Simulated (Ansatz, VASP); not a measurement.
**MgO in VASP and in Ansatz**

```
Mg O
1.0
     0.00000    2.09925    2.09925
     2.09925    0.00000    2.09925
     2.09925    2.09925    0.00000
Mg O
1 1
Direct
  0.00000 0.00000 0.00000
  0.50000 0.50000 0.50000
```

Alike in both runs: functional r2SCAN; dispersion rVV10; k mesh 10 × 10 × 10; occupations gaussian, width 0.02 eV; no spin polarisation.

Ansatz relaxed the structure, and its values are those at the end. VASP's run is a single point on that final structure, the one shown.

|  | VASP | Ansatz |
| --- | --- | --- |
| version | VASP 6.6.1 | Ansatz 0.2.0 |
| potentials or method | VASP PAW PBE potentials, release 64 (Mg, O), cutoff 660 eV | scalar-relativistic, plane waves, PAW |
| valence electrons in the cell | 8 | 16 |

VASP gave:

| Quantity | Value |
| --- | --- |
| gap on the k mesh at the Fermi level (eV) | 5.66 |
| least direct gap on the mesh (eV) | 5.66 |
| pressure (GPa) | -1.7 |

Q: Which values does Ansatz return?

A: gap on the k mesh at the Fermi level (eV): 5.70; least direct gap on the mesh (eV): 5.70; pressure (GPa): 0.0.

VASP's potentials were made for PBE, not for r2SCAN. VASP's potentials hold 8 valence electrons a cell and Ansatz's 16, so a difference there can come from the potentials and not from the codes.
